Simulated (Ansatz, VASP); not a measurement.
# One calculation of Zn, two programs

```xyz
2
Lattice="0.0000 2.2431 2.2431 2.2431 0.0000 2.2431 2.2431 2.2431 0.0000" Properties=species:S:1:pos:R:3 pbc="T T T"
Zn   -0.5608   -0.5608   -0.5608
Zn    0.5608    0.5608    0.5608
```

Change from the starting cell: volume scaled by 0.5, LAPW.

Alike in both runs: task single point; functional PBEsol; k mesh 13 × 13 × 13; occupations fermi-dirac, width 0.05 eV; no spin polarisation.

|  | VASP | Ansatz |
| --- | --- | --- |
| version | VASP 6.6.1 | Ansatz 0.2.0 |
| potentials or method | VASP PAW PBE potentials, release 64 (Zn), cutoff 520 eV | all-electron LAPW, scalar-relativistic |

Ansatz gave:

| Quantity | Value |
| --- | --- |
| pressure (GPa) | 137.7 |

Task: Estimate VASP's values.

Result: Pressure (GPa): 140.0.

VASP's potentials were made for PBE, not for PBEsol. Both programs put the cell under a high pressure, so it lies far from rest at this level. Ansatz ran all-electron here, and VASP with PAW potentials.

Noted on VASP's run: the cell as given lies far from equilibrium.
